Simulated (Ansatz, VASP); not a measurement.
Cr in VASP and in Ansatz

```
Cr
1.0
    -1.43135    1.43135    1.43135
     1.43135   -1.43135    1.43135
     1.43135    1.43135   -1.43135
Cr
1
Cartesian
  0.0000 0.0000 0.0000
```

Alike in both runs: functional revPBE; k mesh 15 × 15 × 15; occupations fermi-dirac, width 0.1 eV; no spin polarisation.

Ansatz relaxed the structure, and its values are those at the end. VASP's run is a single point on that final structure, the one shown.

|  | VASP | Ansatz |
| --- | --- | --- |
| version | VASP 6.6.1 | Ansatz 0.2.0 |
| potentials or method | VASP PAW PBE potentials, release 64 (Cr_pv), cutoff 520 eV | plane waves (420 eV) with PAW, scalar-relativistic |
| valence electrons in the cell | 12 | 14 |

|  | VASP | Ansatz | Ansatz less VASP |
| --- | --- | --- | --- |
| pressure (GPa) | -0.4 | 0.0 | +0.46 |

VASP's potentials were made for PBE, not for revPBE. The functional is the same, so the differences come from potentials, cutoffs and numerics. VASP's potentials hold 12 valence electrons a cell and Ansatz's 14, so a difference there can come from the potentials and not from the codes.
